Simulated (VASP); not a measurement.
# AlRu (Pm-3m) in VASP: further runs, part 2 of 2

VASP 6.6.1. Earlier steps stand in the parts before.

### Step 4. Single point, PBE

This run uses another cell than the first one, of 13.08 Å³/atom, 0.983 times its volume.

File INCAR:

```
SYSTEM = AlRu
  ALGO = Normal
  EDIFF = 1E-7
  ENCUT = 520
  GGA = PE
  ISIF = 2
  ISMEAR = -1
  LASPH = .True.
  LCHARG = .False.
  LREAL = .False.
  LWAVE = .False.
  NBANDS = 16
  NELM = 60
  PREC = Accurate
  SIGMA = 0.1
```

File KPOINTS:

```
k-points
0
Gamma
  11 11 11
  0 0 0
```

File POSCAR:

```
AlRu
1.0
    2.9688208225      0.0000000000      0.0000000000
    0.0000000000      2.9688208225      0.0000000000
    0.0000000000      0.0000000000      2.9688208225
Al Ru
1 1
Direct
    0.0000000000      0.0000000000      0.0000000000
    0.5000000000      0.5000000000      0.5000000000
```

Potentials or basis: VASP PAW PBE potentials, release 64 (Al, Ru_pv).

Launch:

```bash
$ cat potpaw_PBE.64/Al/POTCAR potpaw_PBE.64/Ru_pv/POTCAR > POTCAR
$ mpirun -np 1 vasp_std > vasp.out
```

OUTCAR:

```text
SYSTEM = AlRu
   EDIFF = 1E-7
   ENCUT = 520
   GGA = PE
   ISIF = 2
   ISMEAR = -1
   LASPH = .True.
   LREAL = .False.
   NELM = 60
   PREC = Accurate

 ion  position               nearest neighbor table
   1  0.000  0.000  0.000-   2 2.57   2 2.57   2 2.57   2 2.57   2 2.57   2 2.57   2 2.57   2 2.57

   2  0.500  0.500  0.500-   1 2.57   1 2.57   1 2.57   1 2.57   1 2.57   1 2.57   1 2.57   1 2.57

  LATTYP: Found a simple cubic cell.
 ALAT       =     2.9688208225

  Lattice vectors:

 A1 = (   2.9688208225,   0.0000000000,   0.0000000000)
 A2 = (   0.0000000000,   2.9688208225,   0.0000000000)
 A3 = (   0.0000000000,   0.0000000000,   2.9688208225)

Analysis of symmetry for initial positions (statically):
=====================================================================
 Subroutine PRICEL returns:
 Original cell was already a primitive cell.

 Routine SETGRP: Setting up the symmetry group for a
 simple cubic supercell.

 Subroutine GETGRP returns: Found 48 space group operations
 (whereof 48 operations were pure point group operations)
 out of a pool of 48 trial point group operations.

The static configuration has the point symmetry O_h .

[... 154 lines left out ...]
  ext. energy  EPLUGINS =         0.00000000
  ---------------------------------------------------
  free energy    TOTEN  =       -14.25607855 eV

  energy without entropy =      -14.20290268  energy(sigma->0) =      -14.22949062

 E-fermi :  11.0482     XC(G=0): -12.6844

 val. band max:       11.0336254209   @ k =   0.4545   0.3636   0.2727
 cond. band min:      11.0667014312   @ k =   0.4545   0.3636   0.3636
 fundamental gap:      0.0330760103
 Fermi energy:        11.0481691191

 k-point     1 :       0.0000    0.0000    0.0000
  band No.  band energies     occupation
      1     -30.7324      2.00000
      2     -30.7324      2.00000
      3     -30.7324      2.00000
      4       1.2348      2.00000
      5       7.3501      2.00000
      6       7.3501      2.00000
[... 433 lines left out ...]
      3     -30.7369      2.00000
      4       2.8981      2.00000
      5       7.5430      2.00000
      6       7.9061      2.00000
[... 8 lines left out ...]
     15      25.0225      0.00000
     16      26.1773      0.00000

 [... further k-points ...]
[... 5 lines left out ...]
  --------------------------------------------------------------------------------------
  -------------------------------------------------------------------------------------
  Total        1.3036317      1.3036317      1.3036317      0.0000000     -0.0000000      0.0000000
  in kB       79.8203349     79.8203349     79.8203349      0.0000000     -0.0000000      0.0000000
  external PRESSURE =      79.8203349 kB  Pullay stress =       0.0000000 kB

 VOLUME and BASIS-vectors are now :
 -----------------------------------------------------------------------------
  energy-cutoff  :      520.00
  volume of cell :       26.17
      direct lattice vectors                 reciprocal lattice vectors
     2.968820823  0.000000000  0.000000000     0.336834070  0.000000000  0.000000000
     0.000000000  2.968820823  0.000000000     0.000000000  0.336834070  0.000000000
     0.000000000  0.000000000  2.968820823     0.000000000  0.000000000  0.336834070

 POSITION                                       TOTAL-FORCE (eV/Angst)
 -----------------------------------------------------------------------------------
      0.00000      0.00000      0.00000         0.000000      0.000000      0.000000
      1.48441      1.48441      1.48441         0.000000      0.000000      0.000000
 -----------------------------------------------------------------------------------
    total drift:                                0.000000     -0.000000     -0.000000

  FREE ENERGIE OF THE ION-ELECTRON SYSTEM (eV)
  ---------------------------------------------------
  free  energy   TOTEN  =       -14.2560785542 eV

  energy  without entropy=      -14.2029026798  energy(sigma->0) =      -14.22949062
```

OSZICAR:

```text
N       E                     dE             d eps       ncg     rms          rms(c)
DAV:   1     0.112650375056E+03    0.11265E+03   -0.93172E+03  1832   0.993E+02
DAV:   2    -0.131011325287E+02   -0.12575E+03   -0.11986E+03  2120   0.288E+02
DAV:   3    -0.149197705377E+02   -0.18186E+01   -0.18122E+01  2352   0.362E+01
DAV:   4    -0.149327000074E+02   -0.12929E-01   -0.12921E-01  2144   0.322E+00
DAV:   5    -0.149328761396E+02   -0.17613E-03   -0.17592E-03  2264   0.363E-01    0.129E+01
DAV:   6    -0.143332338676E+02    0.59964E+00   -0.22373E+00  1920   0.163E+01    0.241E+00
DAV:   7    -0.142709883206E+02    0.62246E-01   -0.16195E-01  1864   0.449E+00    0.216E+00
DAV:   8    -0.142562126800E+02    0.14776E-01   -0.14832E-02  2136   0.986E-01    0.191E-01
DAV:   9    -0.142560843355E+02    0.12834E-03   -0.27539E-04  2232   0.132E-01    0.127E-01
DAV:  10    -0.142560800394E+02    0.42961E-05   -0.19697E-05  2040   0.488E-02    0.655E-03
DAV:  11    -0.142560790144E+02    0.10250E-05   -0.61906E-07  2376   0.816E-03    0.437E-03
DAV:  12    -0.142560785523E+02    0.46214E-06   -0.36882E-08  1312   0.192E-03    0.205E-04
DAV:  13    -0.142560785542E+02   -0.18788E-08   -0.16181E-09  1072   0.411E-04
   1 F= -.14256079E+02 E0= -.14229491E+02  d E =-.531759E-01
```

stdout:

```text
POSCAR found type information on POSCAR AlRu
 POSCAR found :  2 types and       2 ions
 scaLAPACK will be used
 LDA part: xc-table for (Slater+PW92), standard interpolation
 POSCAR, INCAR and KPOINTS ok, starting setup
 FFT: planning ... GRIDC
 FFT: planning ... GRID_SOFT
 FFT: planning ... GRID
 WAVECAR not read
 entering main loop
```

It took 12 s on 1 thread of Intel Xeon 6975P-C, shared host; peak memory 0.15 GiB.

What came out:

```yaml
Free_energy: -14.2561 eV
Pressure: 8.0 GPa
```

### Step 5. Single point, PBE

This run uses another cell than the first one, of 13.57 Å³/atom, 1.019 times its volume.

File INCAR:

```
SYSTEM = AlRu
PREC = Accurate
ENCUT = 520
EDIFF = 1E-6
ISMEAR = -1
SIGMA = 0.1
LREAL = .False.
LASPH = .True.
NELM = 100
ALGO = Normal
ISIF = 2
LWAVE = .False.
LCHARG = .False.
GGA = PE
NBANDS = 16
```

File KPOINTS:

```
regular mesh
0
Gamma
  11 11 11
  0 0 0
```

File POSCAR:

```
AlRu
1.0
    3.0051649510      0.0000000000      0.0000000000
    0.0000000000      3.0051649510      0.0000000000
    0.0000000000      0.0000000000      3.0051649510
Al Ru
1 1
Direct
    0.0000000000      0.0000000000      0.0000000000
    0.5000000000      0.5000000000      0.5000000000
```

Launch:

```bash
$ cat potpaw_PBE.64/Al/POTCAR potpaw_PBE.64/Ru_pv/POTCAR > POTCAR
$ mpirun -np 1 vasp_std > vasp.out
```

It took 12 s on 1 thread of Intel Xeon 6975P-C, shared host; peak memory 0.15 GiB.

The run converged. Its results:

- Free energy: -14.2798 eV
- Pressure: 0.0 GPa

Levels at points of the mesh, in eV from the Fermi level:
```
           k point  band 7  band 8  band 9  band 10  band 11  band 12
(0.00, 0.00, 0.00)    0.17    0.17    0.17     6.01     6.01     6.01
```

### Step 6. The runs side by side

```tsv
cell	gap on the mesh (eV)	pressure (GPa)
a = 2.986 Å, 2 atoms	none	4.0
a = 2.977 Å, 2 atoms	none	6.0
a = 2.969 Å, 2 atoms	none	8.0
a = 3.005 Å, 2 atoms	none	0.0
```

Alike in all rows: task single point; level PBE; potentials or basis VASP PAW PBE potentials, release 64 (Al, Ru_pv); no spin polarisation; k mesh 11 × 11 × 11; cutoff (eV) 520; smearing fermi-dirac 0.1 eV.

Total energies depend on the potentials used, so only differences within one code and one set of settings carry meaning.
